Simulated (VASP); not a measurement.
# AlN (F-43m) in VASP: notebook, part 3 of 3

VASP 6.6.1. Earlier steps stand in the parts before.

### 6 Vibrations by perturbation theory, PBEsol (volume scaled by 1.015)

The input, INCAR:

```
SYSTEM = AlN
ALGO = Normal ; EDIFF = 1E-8
ENCUT = 520 ; GGA = PS
IBRION = 8 ; ISIF = 2
ISMEAR = 0 ; LASPH = .True.
LCHARG = .True. ; LREAL = .False.
LWAVE = .False. ; NELM = 100
NSW = 1 ; PREC = Accurate
SIGMA = 0.01
```

The input, KPOINTS:

```
k-points
0
Gamma
  8 8 8
  0 0 0
```

The input, POSCAR:

```
AlN
1.0
    0.0000000000      2.1995686109      2.1995686109
    2.1995686109      0.0000000000      2.1995686109
    2.1995686109      2.1995686109      0.0000000000
Al N
1 1
Direct
    0.0000000000      0.0000000000      0.0000000000
    0.2500000000      0.2500000000      0.2500000000
```

Potentials or basis: VASP PAW PBE potentials, release 64 (Al, N).

On the command line:

```
$ cat potpaw_PBE.64/Al/POTCAR potpaw_PBE.64/N/POTCAR > POTCAR
$ mpirun -np 1 vasp_std > vasp.out
```

OUTCAR:

```text
SYSTEM = AlN
   EDIFF = 1E-8
   ENCUT = 520
   GGA = PS
   IBRION = 8
   ISIF = 2
   ISMEAR = 0
   LASPH = .True.
   LREAL = .False.
   NELM = 100
   NSW = 1
   PREC = Accurate

 ion  position               nearest neighbor table
   1  0.000  0.000  0.000-   2 1.90   2 1.90   2 1.90   2 1.90
   2  0.250  0.250  0.250-   1 1.90   1 1.90   1 1.90   1 1.90

  LATTYP: Found a face centered cubic cell.
 ALAT       =     4.3991372218
[... 521 lines left out ...]
 ------------------------------------
               1X          1Y          1Z          2X          2Y          2Z
  1X   -13.789460    0.000000    0.000000   13.789460    0.000000    0.000000
  1Y     0.000000  -13.789460    0.000000    0.000000   13.789460    0.000000
  1Z     0.000000    0.000000  -13.789460    0.000000    0.000000   13.789460
  2X    13.788176    0.000000    0.000000  -13.788176    0.000000    0.000000
  2Y     0.000000   13.788176    0.000000    0.000000  -13.788176    0.000000
  2Z     0.000000    0.000000   13.788176    0.000000    0.000000  -13.788176

 Eigenvectors and eigenvalues of the dynamical matrix
 ----------------------------------------------------

   1 f  =   19.120492 THz   120.137597 2PiTHz  637.790977 cm-1    79.075967 meV
             X         Y         Z           dx          dy          dz
      0.000000  0.000000  0.000000     0.000000    0.584516    0.000000
      1.099784  1.099784  1.099784     0.000000   -0.811382    0.000000
[... 21 lines left out ...]
   6 f/i=    0.000422 THz     0.002653 2PiTHz    0.014086 cm-1     0.001746 meV
             X         Y         Z           dx          dy          dz
      0.000000  0.000000  0.000000     0.000000    0.000000    0.811382
      1.099784  1.099784  1.099784     0.000000    0.000000    0.584516

--------------------------------------------------------------------------------------------------------

 ELASTIC MODULI CONTR FROM IONIC RELAXATION (kBar)
 Direction    XX          YY          ZZ          XY          YZ          ZX
 --------------------------------------------------------------------------------
 XX          -0.0000     -0.0000     -0.0000     -0.0000     -0.0000      0.0000
 YY          -0.0000     -0.0000     -0.0000     -0.0000     -0.0000      0.0000
 ZZ          -0.0000     -0.0000     -0.0000      0.0000     -0.0000      0.0000
 XY          -0.0000     -0.0000      0.0000   -343.8397     -0.0000      0.0000
 YZ          -0.0000     -0.0000     -0.0000     -0.0000   -343.8397      0.0000
 ZX           0.0000      0.0000      0.0000      0.0000      0.0000   -343.8397
 --------------------------------------------------------------------------------
```

OSZICAR:

```text
N       E                     dE             d eps       ncg     rms          rms(c)
DAV:   1     0.985726164056E+01    0.98573E+01   -0.38748E+03   496   0.818E+02
DAV:   2    -0.171559776067E+02   -0.27013E+02   -0.25016E+02   608   0.141E+02
DAV:   3    -0.177993182106E+02   -0.64334E+00   -0.64334E+00   592   0.273E+01
DAV:   4    -0.178003895137E+02   -0.10713E-02   -0.10713E-02   640   0.105E+00
[... 35 lines left out ...]
RMM:   7    -0.236700463590E+00    0.45241E-05    0.13103E-08  2594   0.135E-03    0.658E-05
RMM:   8    -0.236699950192E+00    0.51340E-06   -0.24434E-09  2677   0.159E-04    0.427E-05
RMM:   9    -0.236699938626E+00    0.11566E-07   -0.21028E-09  2675   0.567E-05    0.268E-06
RMM:  10    -0.236699961997E+00   -0.23372E-07   -0.68207E-10  2817   0.572E-06    0.156E-06
RMM:  11    -0.236699964471E+00   -0.24738E-08   -0.98591E-10  2213   0.243E-06    0.120E-07
 Linear response finished
```

It took 25 s on 1 thread of Intel Xeon Platinum 8488C (Sapphire Rapids), shared host; peak memory 0.17 GiB.

Results:

```yaml
Highest_phonon_frequency_at_Γ_LO-TO_splitting_left_out: 638 cm⁻¹
```

Phonon frequencies in cm⁻¹ (negative: imaginary):
```tsv
q point	frequencies
(0.000, 0.000, 0.000)	0 0 0 638 638 638
```

Caveat: the cell wasn't relaxed at this level first, which shifts response properties.

### 7 Vibrations by perturbation theory, PBEsol (volume scaled by 1.015)

The input, INCAR:

```
ALGO = Normal ; EDIFF = 1E-8
ENCUT = 600 ; GGA = PS
GGA_COMPAT = F ; IBRION = 8
ISIF = 2 ; ISMEAR = 0
LASPH = T ; LCHARG = T
LREAL = F ; LWAVE = F
NELM = 120 ; NSW = 1
PREC = Accurate ; SIGMA = 0.01
```

The input, KPOINTS:

```
k-points
0
Gamma
  8 8 8
```

POSCAR is that of step 6.

Potentials or basis: VASP PAW PBE potentials, release 64 (Al, N).

On the command line:

```
$ cat potpaw_PBE.64/Al/POTCAR potpaw_PBE.64/N/POTCAR > POTCAR
$ mpirun -np 1 vasp_std > vasp.out
```

OUTCAR:

```text
EDIFF = 1E-8
   ENCUT = 600
   GGA = PS
   IBRION = 8
   ISIF = 2
   ISMEAR = 0
   LASPH = T
   LREAL = F
   NELM = 120
   NSW = 1
   PREC = Accurate

 ion  position               nearest neighbor table
   1  0.000  0.000  0.000-   2 1.90   2 1.90   2 1.90   2 1.90
   2  0.250  0.250  0.250-   1 1.90   1 1.90   1 1.90   1 1.90

  LATTYP: Found a face centered cubic cell.
 ALAT       =     4.3991372218

  Lattice vectors:

 A1 = (   0.0000000000,   2.1995686109,   2.1995686109)
 A2 = (   2.1995686109,   0.0000000000,   2.1995686109)
 A3 = (   2.1995686109,   2.1995686109,   0.0000000000)

Analysis of symmetry for initial positions (statically):
=====================================================================
 Subroutine PRICEL returns:
 Original cell was already a primitive cell.

 Routine SETGRP: Setting up the symmetry group for a
 face centered cubic supercell.

 Subroutine GETGRP returns: Found 24 space group operations
 (whereof 24 operations were pure point group operations)
 out of a pool of 48 trial point group operations.

The static configuration has the point symmetry T_d .

Analysis of symmetry for dynamics (positions and initial velocities):
=====================================================================
 Subroutine PRICEL returns:
 Original cell was already a primitive cell.

 Routine SETGRP: Setting up the symmetry group for a
 face centered cubic supercell.

 Subroutine GETGRP returns: Found 24 space group operations
 (whereof 24 operations were pure point group operations)
 out of a pool of 48 trial point group operations.

[... 448 lines left out ...]
    total drift:                                0.000000      0.000000      0.000000

  FREE ENERGIE OF THE ION-ELECTRON SYSTEM (eV)
  ---------------------------------------------------
  free  energy   TOTEN  =       -15.6102241554 eV

  energy  without entropy=      -15.6102241554  energy(sigma->0) =      -15.61022416

[... ionic steps 2 to 3 ...]

--------------------------------------- Ionic step        4  -------------------------------------------

------------------------ aborting loop because EDIFF is reached ----------------------------------------

[... ionic steps 5 to 6 ...]

--------------------------------------- Ionic step        7  -------------------------------------------

 Free energy of the ion-electron system (eV)
  ---------------------------------------------------
  ---------------------------------------------------
  free energy    TOTEN  =        -0.23648021 eV

  energy without entropy =       -0.23648021

------------------------ aborting loop because EDIFF is reached ----------------------------------------

 INTERNAL STRAIN TENSOR  FOR ION    2  DIRECTION 1   (eV/Angst):
 -----------------------------------------------------------------------------
    -0.00955  0.00000  0.00000
     0.00000  0.00525 -8.22044
     0.00000 -8.22044  0.00525

 INTERNAL STRAIN TENSOR FOR ION    2 for displacements in x,y,z  (eV/Angst):
          X           Y           Z          XY          YZ          ZX
  --------------------------------------------------------------------------------
  x    -0.00000     0.00000     0.00000     0.00000    -8.22044     0.00000
  y     0.00000    -0.00000     0.00000     0.00000     0.00000    -8.22044
  z     0.00000     0.00000    -0.00000    -8.22044     0.00000     0.00000

 SECOND DERIVATIVES (NOT SYMMETRIZED)
 ------------------------------------
               1X          1Y          1Z          2X          2Y          2Z
  1X   -13.796361    0.000000    0.000000   13.796361    0.000000    0.000000
  1Y     0.000000  -13.796361    0.000000    0.000000   13.796361    0.000000
  1Z     0.000000    0.000000  -13.796361    0.000000    0.000000   13.796361
  2X    13.799434    0.000000    0.000000  -13.799434    0.000000    0.000000
  2Y     0.000000   13.799434    0.000000    0.000000  -13.799434    0.000000
  2Z     0.000000    0.000000   13.799434    0.000000    0.000000  -13.799434

 Eigenvectors and eigenvalues of the dynamical matrix
 ----------------------------------------------------

   1 f  =   19.127265 THz   120.180149 2PiTHz  638.016874 cm-1    79.103975 meV
             X         Y         Z           dx          dy          dz
      0.000000  0.000000  0.000000     0.000000   -0.584455   -0.000000
      1.099784  1.099784  1.099784    -0.000000    0.811426   -0.000000
[... 21 lines left out ...]
   6 f/i=    0.001010 THz     0.006347 2PiTHz    0.033696 cm-1     0.004178 meV
             X         Y         Z           dx          dy          dz
      0.000000  0.000000  0.000000    -0.021217    0.435425   -0.684373
      1.099784  1.099784  1.099784    -0.015282    0.313629   -0.492941

--------------------------------------------------------------------------------------------------------

 ELASTIC MODULI CONTR FROM IONIC RELAXATION (kBar)
 Direction    XX          YY          ZZ          XY          YZ          ZX
 --------------------------------------------------------------------------------
 XX          -0.0000      0.0000      0.0000      0.0000     -0.0000      0.0000
 YY           0.0000     -0.0000     -0.0000      0.0000      0.0000     -0.0000
 ZZ           0.0000     -0.0000     -0.0000     -0.0000      0.0000      0.0000
 XY           0.0000      0.0000     -0.0000   -343.9810      0.0000      0.0000
 YZ          -0.0000      0.0000      0.0000      0.0000   -343.9810      0.0000
 ZX           0.0000     -0.0000      0.0000      0.0000      0.0000   -343.9810
 --------------------------------------------------------------------------------
```

OSZICAR:

```text
N       E                     dE             d eps       ncg     rms          rms(c)
DAV:   1     0.144811481334E+02    0.14481E+02   -0.43439E+03   472   0.950E+02
DAV:   2    -0.169619040844E+02   -0.31443E+02   -0.30232E+02   608   0.160E+02
DAV:   3    -0.177987579846E+02   -0.83685E+00   -0.83685E+00   560   0.338E+01
DAV:   4    -0.178022542392E+02   -0.34963E-02   -0.34963E-02   688   0.190E+00
DAV:   5    -0.178022598413E+02   -0.56021E-05   -0.56021E-05   600   0.533E-02    0.817E+00
[... 32 lines left out ...]
RMM:   5    -0.236460470931E+00    0.24877E-04   -0.20628E-05  2533   0.479E-02    0.280E-03
RMM:   6    -0.236485851904E+00   -0.25381E-04   -0.29058E-07  2607   0.517E-03    0.108E-03
RMM:   7    -0.236480498368E+00    0.53535E-05    0.13964E-08  2602   0.142E-03    0.724E-05
RMM:   8    -0.236480212522E+00    0.28585E-06   -0.29738E-09  2708   0.181E-04    0.444E-05
RMM:   9    -0.236480205505E+00    0.70174E-08   -0.26128E-09  2687   0.586E-05    0.258E-06
 Linear response finished
```

stdout:

```text
POSCAR found type information on POSCAR AlN
 POSCAR found :  2 types and       2 ions
 scaLAPACK will be used
 -----------------------------------------------------------------------------
|                                                                             |
|                                                                             |
|     You enforced a specific xc type in the INCAR file but a different       |
|     I HOPE YOU KNOW WHAT YOU ARE DOING!                                     |
|                                                                             |
 -----------------------------------------------------------------------------

 LDA part: xc-table for (Slater+PW92), standard interpolation
 POSCAR, INCAR and KPOINTS ok, starting setup
 FFT: planning ... GRIDC
 FFT: planning ... GRID_SOFT
 FFT: planning ... GRID
 WAVECAR not read
 entering main loop
 Linear response reoptimize wavefunctions to high precision
 Linear response DOF=           2
 Linear response progress:
 first order change of Fermi-energy  -0.49013E-02
 force on displaced ion       1 direction 1 : -13.796   0.000   0.000
 Linear response progress:
 first order change of Fermi-energy   0.53049E-02
 force on displaced ion       2 direction 1 : -13.799  -0.000  -0.000
 Linear response finished
```

Run time: 42 s. Hardware: 1 thread of AMD EPYC 9R45 (Zen 5), shared host; peak memory 0.17 GiB.

What came out:

```yaml
Highest_phonon_frequency_at_Γ_LO-TO_splitting_left_out: 638 cm⁻¹
```

Phonon frequencies in cm⁻¹ (negative: imaginary):
| q point | frequencies |
| --- | --- |
| (0.000, 0.000, 0.000) | 0 0 0 638 638 638 |

Caveat: the cell wasn't relaxed at this level first, which shifts response properties.
